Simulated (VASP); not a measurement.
Here is a VASP 6.6.1 calculation.

File INCAR:

```
ALGO = Normal ; EDIFF = 1E-7
ENCUT = 520 ; GGA = PS
ISIF = 2 ; ISMEAR = 0
LASPH = T ; LCHARG = F
LREAL = F ; LWAVE = F
NBANDS = 14 ; NELM = 60
PREC = Accurate ; SIGMA = 0.15
```

KPOINTS

```
k-points
0
Gamma
  18 18 18
```

The input POSCAR:

```
HfN
1.0
    0.0000000000      2.3154750000      2.2590000000
    2.3154750000      0.0000000000      2.2590000000
    2.3154750000      2.3154750000      0.0000000000
Hf N
1 1
Direct
    0.0000000000      0.0000000000      0.0000000000
    0.5000000000      0.5000000000      0.5000000000
```

Potentials or basis: VASP PAW PBE potentials, release 64 (Hf_pv, N).

Command:

```console
$ cat potpaw_PBE.64/Hf_pv/POTCAR potpaw_PBE.64/N/POTCAR > POTCAR
$ mpirun -np 1 vasp_std > vasp.out
```

Estimate the pressure.

-16.7 GPa.

Stress tensor (GPa, compression positive):
```
-19.90   0.00   0.00
  0.00 -19.90   0.00
  0.00   0.00 -10.44
```

Caveat: the cell differs from its parent crystal (strain +0.025 along x and y, +0.000 along z); the PAW data sets were made with another functional, which shifts forces and pressure a little.
